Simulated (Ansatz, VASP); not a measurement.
## BaRe in VASP and in Ansatz

The input INCAR:

```
PREC = Accurate
ENCUT = 500
EDIFF = 1E-6
ISMEAR = 0
SIGMA = 0.05
LREAL = False
LASPH = True
NELM = 120
ALGO = Normal
ISIF = 2
LWAVE = False
LCHARG = False
GGA = PS
NBANDS = 20
GGA_COMPAT = False
```

Contents of KPOINTS:

```
regular mesh
0
Gamma
  8 8 8
```

Contents of POSCAR:

```
BaRe
1.0
    3.6392139076      0.0000000000      0.0000000000
    0.0000000000      3.6392139076      0.0000000000
    0.0000000000      0.0000000000      3.6392139076
Ba Re
1 1
Direct
    0.0000000000      0.0000000000      0.0000000000
    0.5000000000      0.5000000000      0.5000000000
```

Input for Ansatz:

```yaml
crystal:
  lattice:
    - [3.6392139076, 0.0, 0.0]
    - [0.0, 3.6392139076, 0.0]
    - [0.0, 0.0, 3.6392139076]
  atoms:
    - { symbol: Ba, position: [0.0, 0.0, 0.0] }
    - { symbol: Re, position: [0.5, 0.5, 0.5] }
basis:
  ecutwfc: 420
  ecutrho_ratio: 4
kpoints:
  mp_grid: { grid: [8, 8, 8] }
hamiltonian:
  xc: pbesol
scf:
  occupations: { method: gaussian, width: 0.05 }
output:
  forces: true
  stress: true
  eigenvalues: true
```

Alike in both runs: task single point; functional PBEsol; k mesh 8 × 8 × 8; occupations gaussian, width 0.05 eV; no spin polarisation.

|  | VASP | Ansatz |
| --- | --- | --- |
| version | VASP 6.6.1 | Ansatz 0.2.0 |
| potentials or method | VASP PAW PBE potentials, release 64 (Ba_sv, Re_sv_GW), cutoff 500 eV | scalar-relativistic, plane waves, PAW |
| valence electrons in the cell | 25 | 25 |

Ansatz gave:

| Item | Value |
| --- | --- |
| gap on the k mesh at the Fermi level (eV) | none |
| pressure (GPa) | -1.1 |

Question: Which values does VASP return?

Answer: gap on the k mesh at the Fermi level (eV): none; pressure (GPa): 0.6.

VASP's potentials were made for PBE, not for PBEsol. A gap of «none» marks a metal or a gap that the smearing closes. The functional is the same, so the differences come from potentials, cutoffs and numerics.

Spin-orbit coupling is off throughout.
